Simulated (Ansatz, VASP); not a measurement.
**One calculation of As, two programs**

File INCAR:

```
SYSTEM = As
  PREC = Accurate
  ENCUT = 520
  EDIFF = 1E-6
  ISMEAR = -1
  SIGMA = 0.05
  LREAL = .False.
  LASPH = .True.
  NELM = 100
  ALGO = Normal
  ISIF = 2
  LWAVE = .False.
  LCHARG = .False.
  GGA = PS
  NBANDS = 18
```

Contents of KPOINTS:

```
Automatic mesh
0
Gamma
  8 8 6
  0 0 0
```

The input POSCAR:

```
As
1.0
    1.8127513088     -5.4630861361      0.0000000000
    1.8127513088      5.4630861361      0.0000000000
    0.0000000000      0.0000000000      4.4399990961
As
4
Direct
    0.3900000000      0.6100000000      0.5600000000
    0.8900000000      0.1100000000      0.9400000000
    0.6100000000      0.3900000000      0.4400000000
    0.1100000000      0.8900000000      0.0600000000
```

The input input.yaml:

```yaml
crystal:
  lattice:
    - [1.8127513088, -5.4630861361, 0.0]
    - [1.8127513088, 5.4630861361, 0.0]
    - [0.0, 0.0, 4.4399990961]
  atoms:
    - { symbol: As, position: [0.39, 0.61, 0.56] }
    - { symbol: As, position: [0.89, 0.11, 0.94] }
    - { symbol: As, position: [0.61, 0.39, 0.44] }
    - { symbol: As, position: [0.11, 0.89, 0.06] }
kpoints:
  mp_grid: { grid: [8, 8, 6] }
scf:
  occupations: { method: fermi_dirac, width: 0.05 }
hamiltonian:
  xc: pbesol
  pseudopotentials: { kind: all_electron, lapw: { basis_error: 0.001 } }
output:
  forces: true
  stress: true
  eigenvalues: true
```

Change from the starting cell: volume scaled by 0.98.

Alike in both runs: task single point; functional PBEsol; k mesh 8 × 8 × 6; occupations fermi-dirac, width 0.05 eV; no spin polarisation.

|  | VASP | Ansatz |
| --- | --- | --- |
| version | VASP 6.6.1 | Ansatz 0.2.0 |
| potentials or method | VASP PAW PBE potentials, release 64 (As), cutoff 520 eV | all-electron LAPW, scalar-relativistic |

|  | VASP | Ansatz | Ansatz less VASP |
| --- | --- | --- | --- |
| gap on the k mesh at the Fermi level (eV) | none | none | - |
| pressure (GPa) | 1.6 | 1.2 | -0.46 |
| traceless stress, the component that is largest in VASP (GPa) | -1.02 | -0.99 | +0.028 |
| rms of the force components (eV/Å) | 0.145 | 0.104 | -0.0412 |

VASP's potentials were made for PBE, not for PBEsol. Atom by atom the forces differ by 0.050 eV/Å (rms over components). A gap of «none» marks a metal or a gap that the smearing closes. Ansatz ran all-electron here, and VASP with PAW potentials.
